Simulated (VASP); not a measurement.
Here is a VASP 6.6.1 calculation.

File INCAR:

```
PREC = Accurate ; ENCUT = 600
EDIFF = 1E-6 ; ISMEAR = 0
SIGMA = 0.1 ; LREAL = F
LASPH = T ; NELM = 80
ALGO = Normal ; ISIF = 3
LWAVE = F ; LCHARG = F
GGA = PE ; IBRION = 2
NSW = 90 ; EDIFFG = -0.04
```

The input KPOINTS:

```
regular mesh
0
Gamma
  6 6 2
```

Contents of POSCAR:

```
Sr3CuH2
1.0
    4.1739083300      0.0000000000      0.0000000000
   -2.0869541700      3.6147106500      0.0000000000
    0.0000000000      0.0000000000      8.2921089300
Sr Cu H
3 1 2
Direct
    0.3333333300      0.6666666700      0.5000000000
    0.6666666700      0.3333333300      0.0000000000
    0.6666666700      0.3333333300      0.5000000000
    0.3333333300      0.6666666700      0.0000000000
    0.0000000000      0.0000000000      0.2450700000
    0.0000000000      0.0000000000      0.7549300000
```

Potentials or basis: VASP PAW PBE potentials, release 64 (Sr_sv, Cu, H).

Command:

```console
$ cat potpaw_PBE.64/Sr_sv/POTCAR potpaw_PBE.64/Cu/POTCAR potpaw_PBE.64/H/POTCAR > POTCAR
$ mpirun -np 1 vasp_std > vasp.out
```

(1) Estimate the relaxed volume.

(2) Predict the relaxed cell.

(3) Predict the space group after relaxing (to 0.1 Å).

Results:

(1) 29.99 Å³/atom.

(2) a = 5.430 Å, b = 5.430 Å, c = 7.047 Å, α = 90.00°, β = 90.00°, γ = 120.00°.

(3) P-6m2 (No. 187).

Caveat: the k points lie up to 0.45 Å⁻¹ apart in the final cell, too coarse for converged energies and pressures of a metal; the volume moved by over 15 % at a fixed basis, so the end points are rough.
